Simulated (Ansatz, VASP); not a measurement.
MgO in VASP and in Ansatz

```xyz
8
Lattice="2.9820 0.0000 0.0000 -1.4910 2.5825 0.0000 0.0000 0.0000 10.0777" Properties=species:S:1:pos:R:3 pbc="T T T"
Mg    1.4910    0.8608    8.8488
Mg    0.0000    1.7217    1.2289
Mg    0.0000    1.7217    3.8099
Mg    1.4910    0.8608    6.2678
O     0.0000    0.0000    0.0000
O     0.0000    0.0000    5.0389
O     1.4910    0.8608    2.5194
O     0.0000    1.7217    7.5583
```

Alike in both runs: task single point; functional PBE; k mesh 12 × 12 × 4; occupations gaussian, width 0.02 eV; no spin polarisation.

|  | VASP | Ansatz |
| --- | --- | --- |
| version | VASP 6.6.1 | Ansatz 0.2.0 |
| potentials or method | VASP PAW PBE potentials, release 64 (Mg, O), cutoff 520 eV | scalar-relativistic, plane waves, PAW |
| valence electrons in the cell | 32 | 64 |

```csv
,VASP,Ansatz,Ansatz less VASP
gap on the k mesh at the Fermi level (eV),4.15,4.17,+0.017
least direct gap on the mesh (eV),4.15,4.17,+0.017
pressure (GPa),-0.7,0.0,+0.69
```

VASP's potentials hold 32 valence electrons a cell and Ansatz's 64, so a difference there can come from the potentials and not from the codes.
